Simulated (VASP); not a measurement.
Input of a VASP 6.6.1 run:

POSCAR

```
ZnF2
1.0
    4.7033622564      0.0000000000      0.0000000000
    0.0000000000      4.7033622564      0.0000000000
    0.0000000000      0.0000000000      3.1267882527
Zn F
2 4
Direct
    0.0000000000      0.0000000000      0.0000000000
    0.5000000000      0.5000000000      0.5000000000
    0.3031905513      0.3031905513      0.0000000000
    0.1968094487      0.8031905513      0.5000000000
    0.6968094487      0.6968094487      0.0000000000
    0.8031905513      0.1968094487      0.5000000000
```

File INCAR.step1:

```
PREC = Accurate ; ENCUT = 660
ISMEAR = 0 ; SIGMA = 0.01
LREAL = F ; LASPH = T
NELM = 120 ; NBANDS = 35
GGA = PE ; ALGO = Normal
EDIFF = 1E-5 ; LWAVE = T
LCHARG = F ; GGA_COMPAT = F
```

Contents of INCAR.step2:

```
PREC = Accurate ; ENCUT = 660
EDIFF = 1E-6 ; ISMEAR = 0
SIGMA = 0.01 ; LREAL = F
LASPH = T ; NELM = 120
ALGO = Normal ; ISIF = 2
LWAVE = F ; LCHARG = F
METAGGA = R2SCAN ; LMIXTAU = T
NBANDS = 35 ; ISTART = 1
GGA_COMPAT = F
```

KPOINTS

```
Automatic mesh
0
Gamma
  6 6 8
```

Potentials or basis: VASP PAW PBE potentials, release 64 (Zn, F).

Command:

```sh
$ cat potpaw_PBE.64/Zn/POTCAR potpaw_PBE.64/F/POTCAR > POTCAR
$ cp INCAR.step1 INCAR
$ mpirun -np 1 vasp_std > vasp.out
$ cp INCAR.step2 INCAR
$ mpirun -np 1 vasp_std > vasp.out
```

(1) What does it give for the largest force?

(2) Predict the pressure.

Answers

(1) 0.015 eV/Å.

(2) 0.3 GPa.

Caveat: the PAW data sets were made with another functional, which shifts forces and pressure a little.
